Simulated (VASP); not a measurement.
# GaSb in VASP: notebook

Aim: see how the results for GaSb move with the level of theory and the settings. Levels: r2SCAN, PBE. Tasks: single point.

All numbers are computed with VASP 6.6.1; they aren't measurements. Logs are shortened: lines on timing, memory, paths and dates and some standing lists are left out, and cuts for length are marked.

**1. The cell of the first run**

Symmetry: F-43m, No. 216, cubic system. The conventional cell has a = 6.132 Å, b = 6.132 Å, c = 6.132 Å, α = 90.00°, β = 90.00°, γ = 90.00°. Ga (site symmetry -43m) has 4 Sb at 2.66 Å within 3.5 Å. Within 3.5 Å of Sb (site symmetry -43m) lie 4 Ga at 2.66 Å.

**2. Single point, r2SCAN**

File POSCAR:

```
GaSb
1.0
    0.0000000000      3.0658787979      3.0658787979
    3.0658787979      0.0000000000      3.0658787979
    3.0658787979      3.0658787979      0.0000000000
Ga Sb
1 1
Direct
    0.0000000000      0.0000000000      0.0000000000
    0.2500000000      0.2500000000      0.2500000000
```

File INCAR.step1:

```
  PREC = Accurate
  ENCUT = 550
  ISMEAR = -1
  SIGMA = 0.02
  LREAL = F
  LASPH = T
  NELM = 120
  NBANDS = 21
  GGA = PE
  ALGO = Normal
  EDIFF = 1E-5
  LWAVE = T
  LCHARG = F
  GGA_COMPAT = F
```

File INCAR.step2:

```
  PREC = Accurate
  ENCUT = 550
  EDIFF = 1E-6
  ISMEAR = -1
  SIGMA = 0.02
  LREAL = F
  LASPH = T
  NELM = 120
  ALGO = Normal
  ISIF = 2
  LWAVE = F
  LCHARG = T
  METAGGA = R2SCAN
  LMIXTAU = T
  LELF = T
  LVHAR = T
  NBANDS = 21
  ISTART = 1
  GGA_COMPAT = F
```

File KPOINTS:

```
Automatic mesh
0
Gamma
  8 8 8
```

Potentials or basis: VASP PAW PBE potentials, release 64 (Ga_d, Sb_d_GW).

Run with:

```console
$ cat potpaw_PBE.64/Ga_d/POTCAR potpaw_PBE.64/Sb_d_GW/POTCAR > POTCAR
$ cp INCAR.step1 INCAR
$ mpirun -np 1 vasp_std > vasp.out
$ cp INCAR.step2 INCAR
$ mpirun -np 1 vasp_std > vasp.out
```

OUTCAR:

```text
PREC = Accurate
   ENCUT = 550
   EDIFF = 1E-6
   ISMEAR = -1
   LREAL = F
   LASPH = T
   NELM = 120
   ISIF = 2
   METAGGA = R2SCAN
   ISTART = 1

 ion  position               nearest neighbor table
   1  0.000  0.000  0.000-   2 2.66   2 2.66   2 2.66   2 2.66
   2  0.250  0.250  0.250-   1 2.66   1 2.66   1 2.66   1 2.66

  LATTYP: Found a face centered cubic cell.
 ALAT       =     6.1317575958

  Lattice vectors:

 A1 = (   0.0000000000,   3.0658787979,   3.0658787979)
 A2 = (   3.0658787979,   0.0000000000,   3.0658787979)
 A3 = (   3.0658787979,   3.0658787979,   0.0000000000)

Analysis of symmetry for initial positions (statically):
=====================================================================
 Subroutine PRICEL returns:
 Original cell was already a primitive cell.

 Routine SETGRP: Setting up the symmetry group for a
 face centered cubic supercell.

 Subroutine GETGRP returns: Found 24 space group operations
 (whereof 24 operations were pure point group operations)
 out of a pool of 48 trial point group operations.

The static configuration has the point symmetry T_d .

Analysis of symmetry for dynamics (positions and initial velocities):
=====================================================================
 Subroutine PRICEL returns:
 Original cell was already a primitive cell.

 Routine SETGRP: Setting up the symmetry group for a
 face centered cubic supercell.

 Subroutine GETGRP returns: Found 24 space group operations
 (whereof 24 operations were pure point group operations)
 out of a pool of 48 trial point group operations.

The dynamic configuration has the point symmetry T_d .

 Subroutine INISYM returns: Found 24 space group operations
 (whereof 24 operations are pure point group operations),
 and found     1 'primitive' translations

----------------------------------------------------------------------------------------

                                     Primitive cell

  volume of cell :      57.6361

  direct lattice vectors                    reciprocal lattice vectors
     0.000000000  3.065878798  3.065878798    -0.163085377  0.163085377  0.163085377
     3.065878798  0.000000000  3.065878798     0.163085377 -0.163085377  0.163085377
     3.065878798  3.065878798  0.000000000     0.163085377  0.163085377 -0.163085377

[... 71 lines left out ...]
   NGX,Y,Z   is equivalent  to a cutoff of  13.80, 13.80, 13.80 a.u.
   NGXF,Y,Z  is equivalent  to a cutoff of  27.61, 27.61, 27.61 a.u.
 SYSTEM =  unknown system
   PREC   = accura    normal or accurate (medium, high low for compatibility)
   ISTART =      1    job   : 0-new  1-cont  2-samecut
   ICHARG =      0    charge: 1-file 2-atom 10-const
   ISPIN  =      1    spin polarized calculation?
   LNONCOLLINEAR =      F non collinear calculations
   LSORBIT =      F    spin-orbit coupling
   LASPH  =      T    aspherical Exc in radial PAW
   ENCUT  =  550.0 eV  40.42 Ry    6.36 a.u.   8.29  8.29  8.29*2*pi/ulx,y,z
   NELM   =    120;   NELMIN=  2; NELMDL=  0     # of ELM steps
   EDIFF  = 0.1E-05   stopping-criterion for ELM
   LREAL  =      F    real-space projection
   EDIFFG = 0.1E-04   stopping-criterion for IOM
   NSW    =      0    number of steps for IOM
   IBRION =     -1    ionic relax: 0-MD 1-quasi-New 2-CG
   NFREE  =      0    steps in history (QN), initial steepest desc. (CG)
   ISIF   =      2    stress and relaxation
   ISYM   =      2    0-nonsym 1-usesym 2-fastsym
   POTIM  = 0.5000    time-step for ionic-motion
   TEBEG  =    0.0;   TEEND  =   0.0 temperature during run
   PSTRESS=    0.0 pullay stress
   NELECT =      28.0000    total number of electrons
   NUPDOWN=      -1.0000    fix difference up-down
   EMIN   =  10.00;   EMAX   =-10.00  energy-range for DOS
   EFERMI =   0.00;   METHOD = LEGACY
   ISMEAR =    -1;   SIGMA  =   0.02  broadening in eV -4-tet -1-fermi 0-gaus
   EFERMI_NEDOS =   21; number of points for ismear=-14 and -15
   IALGO  =     38    algorithm
   IMIX   =      4    mixing-type and parameters
     AMIX     =   0.40;   BMIX     =  1.00
     AMIX_MAG =   1.60;   BMIX_MAG =  1.00
  volume/ion in A,a.u.               =      28.82       194.47
  Fermi-wavevector in a.u.,A,eV,Ry     =   1.286953  2.431988 22.534606  1.656247
  Thomas-Fermi vector in A             =   2.418996
   LORBIT       =      0    0 simple, 1 ext, 2 COOP (PROOUT), +10 PAW based schemes
   METAGGA = R2SCAN    functional components
   LHFCALC =     F    Hartree Fock is set to
   AEXX    =    0.0000 exact exchange contribution
   IVDW    =     0    specifies the selected vdW correction
   LEPSILON=     F    determine dielectric tensor
   LRPA    =     F    only Hartree local field effects (RPA)
 non-spin polarized calculation
  energy-cutoff  :      550.00
  volume of cell :       57.64
 maximum number of plane-waves:      1708
 NGX is ok and might be reduce to    36
   NGX = 17   NGY = 17   NGZ = 17

 number of electron      28.0000005 magnetization

 Free energy of the ion-electron system (eV)
  ---------------------------------------------------
  ext. energy  EPLUGINS =         0.00000000
  ---------------------------------------------------
  free energy    TOTEN  =       -37.63313640 eV

  energy without entropy =      -37.63313625  energy(sigma->0) =      -37.63313633

 E-fermi :   3.8141     XC(G=0): -10.0383

 val. band max:        3.6049123677   @ k =   0.0000   0.0000   0.0000
 cond. band min:       4.0012614379   @ k =   0.0000   0.0000   0.0000
 fundamental gap:      0.3963490701
 Fermi energy:         3.8140750041

 k-point     1 :       0.0000    0.0000    0.0000
  band No.  band energies     occupation
      1     -25.8691      2.00000
      2     -25.8691      2.00000
      3     -25.8691      2.00000
      4     -25.8436      2.00000
      5     -25.8436      2.00000
      6     -11.8731      2.00000
[... 565 lines left out ...]
     20      13.9080      0.00000
     21      14.4322      0.00000

 [... further k-points ...]
[... 5 lines left out ...]
  --------------------------------------------------------------------------------------
  -------------------------------------------------------------------------------------
  Total        0.0008832      0.0008832      0.0008832      0.0000000      0.0000000     -0.0000000
  in kB        0.0245507      0.0245507      0.0245507      0.0000000      0.0000000     -0.0000000
  external PRESSURE =       0.0245507 kB  Pullay stress =       0.0000000 kB

 VOLUME and BASIS-vectors are now :
 -----------------------------------------------------------------------------
  energy-cutoff  :      550.00
  volume of cell :       57.64
      direct lattice vectors                 reciprocal lattice vectors
     0.000000000  3.065878798  3.065878798    -0.163085377  0.163085377  0.163085377
     3.065878798  0.000000000  3.065878798     0.163085377 -0.163085377  0.163085377
     3.065878798  3.065878798  0.000000000     0.163085377  0.163085377 -0.163085377

 POSITION                                       TOTAL-FORCE (eV/Angst)
 -----------------------------------------------------------------------------------
      0.00000      0.00000      0.00000        -0.000000     -0.000000     -0.000000
      1.53294      1.53294      1.53294         0.000000      0.000000      0.000000
 -----------------------------------------------------------------------------------
    total drift:                               -0.000000     -0.000000     -0.000000

  FREE ENERGIE OF THE ION-ELECTRON SYSTEM (eV)
  ---------------------------------------------------
  free  energy   TOTEN  =       -37.6331363984 eV

  energy  without entropy=      -37.6331362516  energy(sigma->0) =      -37.63313633
```

OSZICAR.step1:

```text
N       E                     dE             d eps       ncg     rms          rms(c)
DAV:   1     0.170475503439E+03    0.17048E+03   -0.11864E+04  1697   0.122E+04
DAV:   2     0.131873895394E+02   -0.15729E+03   -0.15217E+03  2040   0.117E+03
DAV:   3    -0.670509623268E+01   -0.19892E+02   -0.19820E+02  2057   0.171E+02
DAV:   4    -0.738751187668E+01   -0.68242E+00   -0.68213E+00  1739   0.225E+01
DAV:   5    -0.742384668368E+01   -0.36335E-01   -0.36330E-01  1701   0.460E+00    0.284E+00
DAV:   6    -0.738312380142E+01    0.40723E-01   -0.90811E-02  2046   0.570E+00    0.175E+00
DAV:   7    -0.736850577815E+01    0.14618E-01   -0.37904E-02  1883   0.473E+00    0.227E-01
DAV:   8    -0.736954818821E+01   -0.10424E-02   -0.53187E-03  1735   0.125E+00    0.737E-02
DAV:   9    -0.737014988241E+01   -0.60169E-03   -0.70125E-04  1514   0.404E-01    0.284E-02
DAV:  10    -0.737023127967E+01   -0.81397E-04   -0.10174E-04  1553   0.114E-01    0.976E-03
DAV:  11    -0.737024246692E+01   -0.11187E-04   -0.24975E-05  1109   0.744E-02    0.273E-03
DAV:  12    -0.737024309906E+01   -0.63214E-06   -0.19297E-06   899   0.214E-02
   1 F= -.73702431E+01 E0= -.73701568E+01  d E =-.172655E-03
```

Wall time 2.4 min (1 thread of AMD EPYC 9R45 (Zen 5), shared host); peak memory 0.22 GiB.

What came out:

* Free energy: -37.6331 eV
* Pressure: 0.0 GPa
* Band gap on the k mesh: 0.40 eV

Caveat: semilocal functionals underestimate gaps, and a narrow one can read as zero; the PAW data sets were made with another functional, which shifts forces and pressure a little; spin-orbit coupling is left out, which moves the levels of the heavy elements.

**3. Single point, PBE (epitaxial xy strain +1.0%)**

File INCAR:

```
SYSTEM = GaSb
PREC = Accurate ; ENCUT = 500
EDIFF = 1E-6 ; ISMEAR = -1
SIGMA = 0.02 ; LREAL = .FALSE.
LASPH = .TRUE. ; NELM = 120
ALGO = Normal ; ISIF = 2
LWAVE = .FALSE. ; LCHARG = .TRUE.
GGA = PE ; LELF = .TRUE.
LVHAR = .TRUE. ; NBANDS = 21
GGA_COMPAT = .FALSE.
```

File KPOINTS:

```
Automatic mesh
0
G
  8 8 8
  0 0 0
```

File POSCAR:

```
GaSb
1.0
    0.0000000000      3.0965375859      3.0393928390
    3.0965375859      0.0000000000      3.0393928390
    3.0965375859      3.0965375859      0.0000000000
Ga Sb
1 1
Direct
    0.0000000000      0.0000000000      0.0000000000
    0.2500000000      0.2500000000      0.2500000000
```

Potentials or basis: VASP PAW PBE potentials, release 64 (Ga_d, Sb_d_GW).

Run with:

```console
$ cat potpaw_PBE.64/Ga_d/POTCAR potpaw_PBE.64/Sb_d_GW/POTCAR > POTCAR
$ mpirun -np 1 vasp_std > vasp.out
```

OUTCAR:

```text
SYSTEM = GaSb
   PREC = Accurate
   ENCUT = 500
   EDIFF = 1E-6
   ISMEAR = -1
   LREAL = .FALSE.
   LASPH = .TRUE.
   NELM = 120
   ISIF = 2
   GGA = PE

 ion  position               nearest neighbor table
   1  0.000  0.000  0.000-   2 2.67   2 2.67   2 2.67   2 2.67
   2  0.250  0.250  0.250-   1 2.67   1 2.67   1 2.67   1 2.67

  LATTYP: Found a body centered tetragonal cell.
 ALAT       =     4.3791654504
 C/A-ratio  =     1.3881150979

  Lattice vectors:

 A1 = (   0.0000000000,  -3.0965375859,  -3.0393928390)
 A2 = (   0.0000000000,   3.0965375859,  -3.0393928390)
 A3 = (   3.0965375859,   0.0000000000,   3.0393928390)

Analysis of symmetry for initial positions (statically):
=====================================================================
 Subroutine PRICEL returns:
 Original cell was already a primitive cell.

 Routine SETGRP: Setting up the symmetry group for a
 body centered tetragonal supercell.

 Subroutine GETGRP returns: Found  8 space group operations
 (whereof  8 operations were pure point group operations)
 out of a pool of 16 trial point group operations.

The static configuration has the point symmetry D_2d.

Analysis of symmetry for dynamics (positions and initial velocities):
=====================================================================
 Subroutine PRICEL returns:
 Original cell was already a primitive cell.

 Routine SETGRP: Setting up the symmetry group for a
 body centered tetragonal supercell.

 Subroutine GETGRP returns: Found  8 space group operations
 (whereof  8 operations were pure point group operations)
 out of a pool of 16 trial point group operations.

The dynamic configuration has the point symmetry D_2d.

 Subroutine INISYM returns: Found  8 space group operations
 (whereof  8 operations are pure point group operations),
[... 101 lines left out ...]
   NFREE  =      0    steps in history (QN), initial steepest desc. (CG)
   ISIF   =      2    stress and relaxation
   ISYM   =      2    0-nonsym 1-usesym 2-fastsym
   POTIM  = 0.5000    time-step for ionic-motion
   TEBEG  =    0.0;   TEEND  =   0.0 temperature during run
   PSTRESS=    0.0 pullay stress
   NELECT =      28.0000    total number of electrons
   NUPDOWN=      -1.0000    fix difference up-down
   EMIN   =  10.00;   EMAX   =-10.00  energy-range for DOS
   EFERMI =   0.00;   METHOD = LEGACY
   ISMEAR =    -1;   SIGMA  =   0.02  broadening in eV -4-tet -1-fermi 0-gaus
   EFERMI_NEDOS =   21; number of points for ismear=-14 and -15
   IALGO  =     38    algorithm
   IMIX   =      4    mixing-type and parameters
     AMIX     =   0.40;   BMIX     =  1.00
     AMIX_MAG =   1.60;   BMIX_MAG =  1.00
  volume/ion in A,a.u.               =      29.14       196.67
  Fermi-wavevector in a.u.,A,eV,Ry     =   1.282147  2.422906 22.366614  1.643900
  Thomas-Fermi vector in A             =   2.414475
   LORBIT       =      0    0 simple, 1 ext, 2 COOP (PROOUT), +10 PAW based schemes
   GGA     = PE    functional components
   LHFCALC =     F    Hartree Fock is set to
   AEXX    =    0.0000 exact exchange contribution
   IVDW    =     0    specifies the selected vdW correction
   LEPSILON=     F    determine dielectric tensor
   LRPA    =     F    only Hartree local field effects (RPA)
 non-spin polarized calculation
  energy-cutoff  :      500.00
  volume of cell :       58.29
 maximum number of plane-waves:      1500
   NGX = 15   NGY = 15   NGZ = 15

 number of electron      27.9999996 magnetization

 Free energy of the ion-electron system (eV)
  ---------------------------------------------------
  ext. energy  EPLUGINS =         0.00000000
  ---------------------------------------------------
  free energy    TOTEN  =        -7.37591965 eV

  energy without entropy =       -7.37586195  energy(sigma->0) =       -7.37589080

 E-fermi :   3.7109     XC(G=0):  -9.2000

 val. band max:        3.6517902102   @ k =   0.0000   0.0000   0.0000
 cond. band min:       3.7545813730   @ k =   0.0000   0.0000   0.0000
 fundamental gap:      0.1027911628
 Fermi energy:         3.7109083300

 k-point     1 :       0.0000    0.0000    0.0000
  band No.  band energies     occupation
      1     -25.0527      2.00000
      2     -25.0527      2.00000
      3     -25.0525      2.00000
      4     -25.0349      2.00000
      5     -25.0347      2.00000
      6     -11.3062      2.00000
[... 565 lines left out ...]
     20      12.1417      0.00000
     21      12.9860      0.00000

 [... further k-points ...]
[... 5 lines left out ...]
  --------------------------------------------------------------------------------------
  -------------------------------------------------------------------------------------
  Total        0.4147063      0.4147063      0.6774278      0.0000000      0.0000000      0.0000000
  in kB       11.3993925     11.3993925     18.6210465      0.0000000      0.0000000      0.0000000
  external PRESSURE =      13.8066105 kB  Pullay stress =       0.0000000 kB

 VOLUME and BASIS-vectors are now :
 -----------------------------------------------------------------------------
  energy-cutoff  :      500.00
  volume of cell :       58.29
      direct lattice vectors                 reciprocal lattice vectors
     0.000000000  3.096537586  3.039392839    -0.161470670  0.161470670  0.164506540
     3.096537586  0.000000000  3.039392839     0.161470670 -0.161470670  0.164506540
     3.096537586  3.096537586  0.000000000     0.161470670  0.161470670 -0.164506540

 POSITION                                       TOTAL-FORCE (eV/Angst)
 -----------------------------------------------------------------------------------
      0.00000      0.00000      0.00000         0.000000      0.000000      0.000000
      1.54827      1.54827      1.51970        -0.000000     -0.000000      0.000000
 -----------------------------------------------------------------------------------
    total drift:                               -0.000001     -0.000001      0.000001

  FREE ENERGIE OF THE ION-ELECTRON SYSTEM (eV)
  ---------------------------------------------------
  free  energy   TOTEN  =        -7.3759196477 eV

  energy  without entropy=       -7.3758619467  energy(sigma->0) =       -7.37589080
```

OSZICAR:

```text
N       E                     dE             d eps       ncg     rms          rms(c)
DAV:   1     0.172726920237E+03    0.17273E+03   -0.11323E+04  3414   0.118E+04
DAV:   2     0.128491905017E+02   -0.15988E+03   -0.15447E+03  4267   0.121E+03
DAV:   3    -0.680210132402E+01   -0.19651E+02   -0.19581E+02  4139   0.172E+02
DAV:   4    -0.740503229628E+01   -0.60293E+00   -0.60255E+00  3672   0.210E+01
DAV:   5    -0.742879273615E+01   -0.23760E-01   -0.23757E-01  3362   0.384E+00    0.280E+00
DAV:   6    -0.738815283985E+01    0.40640E-01   -0.80914E-02  4054   0.541E+00    0.172E+00
DAV:   7    -0.737417741738E+01    0.13975E-01   -0.37507E-02  3760   0.464E+00    0.231E-01
DAV:   8    -0.737523796507E+01   -0.10605E-02   -0.53888E-03  3498   0.128E+00    0.728E-02
DAV:   9    -0.737584379229E+01   -0.60583E-03   -0.76561E-04  3091   0.444E-01    0.261E-02
DAV:  10    -0.737590810918E+01   -0.64317E-04   -0.89659E-05  3253   0.997E-02    0.982E-03
DAV:  11    -0.737591901218E+01   -0.10903E-04   -0.25265E-05  2748   0.732E-02    0.288E-03
DAV:  12    -0.737591964769E+01   -0.63551E-06   -0.17104E-06  2791   0.200E-02
   1 F= -.73759196E+01 E0= -.73758908E+01  d E =-.577010E-04
```

Run time: 24 s. Hardware: 1 thread of Intel Xeon 6975P-C (Granite Rapids), shared host; peak memory 0.23 GiB.

What came out:

```yaml
Free_energy: -7.3759 eV
Pressure: 1.4 GPa
Band_gap_on_the_k_mesh: 0.10 eV
```

Caveat: the cell differs from its parent crystal (epitaxial xy strain +1.0%); semilocal functionals underestimate gaps, and a narrow one can read as zero; spin-orbit coupling is left out, which moves the levels of the heavy elements.
